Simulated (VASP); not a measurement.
A run of VASP 6.6.1:

Contents of INCAR:

```
ALGO = Normal
EDIFF = 1E-6
ENCUT = 520
GGA = PS
ISIF = 2
ISMEAR = -1
LASPH = T
LCHARG = F
LREAL = Auto
LWAVE = F
NBANDS = 294
NELECT = 514.0
NELM = 60
PREC = Accurate
SIGMA = 0.05
```

Contents of KPOINTS:

```
k-points
0
Gamma
  1 1 1
```

POSCAR

```
Ca31CuO32
1.0
    9.5352000000      0.0000000000      0.0000000000
    0.0000000000      9.5352000000      0.0000000000
    0.0000000000      0.0000000000      9.5352000000
O Ca Cu
32 31 1
Direct
    0.2496590000      0.9999530000      0.0002050000
    0.2492530000      0.0011860000      0.5001110000
    0.2493010000      0.5000650000      0.9989580000
    0.2483680000      0.4992320000      0.5008620000
    0.7504360000      0.0003690000      0.9998000000
    0.7511450000      0.0023800000      0.4998310000
    0.7511070000      0.5003650000      0.9978690000
    0.7671770000      0.5008320000      0.4993740000
    0.9997460000      0.2498500000      0.0001990000
    0.0009480000      0.2494900000      0.5000980000
    0.0001520000      0.7506830000      0.9998010000
    0.0021250000      0.7513710000      0.4997940000
    0.4998770000      0.2494960000      0.9989450000
    0.4989840000      0.2486190000      0.5008450000
    0.5001630000      0.7513440000      0.9978900000
    0.5006190000      0.7674080000      0.4993880000
    0.0001390000      0.0003730000      0.2494900000
    0.9997210000      0.9999400000      0.7502990000
    0.0020750000      0.5003720000      0.2488270000
    0.0009850000      0.5000650000      0.7506610000
    0.5001130000      0.0023110000      0.2488370000
    0.4998310000      0.0012230000      0.7506490000
    0.5005580000      0.5007970000      0.2327390000
    0.4990430000      0.4993110000      0.7515790000
    0.2501370000      0.2503490000      0.2503630000
    0.2488820000      0.2490810000      0.7510820000
    0.2509770000      0.7498680000      0.2502850000
    0.2501270000      0.7497740000      0.7498060000
    0.7496580000      0.2512170000      0.2502950000
    0.7495530000      0.2503580000      0.7497970000
    0.7499460000      0.7501810000      0.2499970000
    0.7496580000      0.7498630000      0.7489640000
    0.9996580000      0.9998900000      0.0002930000
    0.9993670000      0.9996270000      0.4995580000
    0.9994120000      0.5005990000      0.0005420000
    0.0031750000      0.5010410000      0.4991370000
    0.5003770000      0.9996400000      0.0005630000
    0.5008160000      0.0034070000      0.4991300000
    0.5008060000      0.5010260000      0.9967890000
    0.2504790000      0.2506800000      0.0005160000
    0.2503260000      0.2505410000      0.5003410000
    0.2514780000      0.7494460000      0.0001020000
    0.2568670000      0.7475340000      0.5000880000
    0.7492210000      0.2516870000      0.0001060000
    0.7472740000      0.2571000000      0.5000930000
    0.7488480000      0.7490800000      0.9994920000
    0.7447920000      0.7450170000      0.4994450000
    0.2514740000      0.0000830000      0.2507460000
    0.2504430000      0.9996500000      0.7494740000
    0.2568610000      0.5000700000      0.2526840000
    0.2502700000      0.4998340000      0.7496720000
    0.7488090000      0.0006610000      0.2511230000
    0.7492030000      0.0000580000      0.7484690000
    0.7447940000      0.5007460000      0.2551190000
    0.7472400000      0.5000620000      0.7431070000
    0.9998520000      0.2516960000      0.2507370000
    0.9994320000      0.2506720000      0.7494560000
    0.0004330000      0.7490760000      0.2511020000
    0.9998500000      0.7494310000      0.7484670000
    0.4998360000      0.2571370000      0.2526910000
    0.4995970000      0.2505010000      0.7496560000
    0.5005030000      0.7450450000      0.2551100000
    0.4998200000      0.7475100000      0.7430870000
    0.4621730000      0.4625630000      0.5379090000
```

Potentials or basis: VASP PAW PBE potentials, release 64 (O, Ca_sv, Cu).

Run with:

```console
$ cat potpaw_PBE.64/O/POTCAR potpaw_PBE.64/Ca_sv/POTCAR potpaw_PBE.64/Cu/POTCAR > POTCAR
$ mpirun -np 1 vasp_gam > vasp.out
```

Hardware: 1 thread of AMD EPYC 7R43 64-Core Processor (Zen 3), on a shared host.

Problem. Estimate the wall time of this run.

Solution. Wall time 25 min on 1 thread of AMD EPYC 7R43 64-Core Processor (Zen 3), on a shared host, peak memory 0.73 GiB. Counts: scf iterations 31, k points 1.
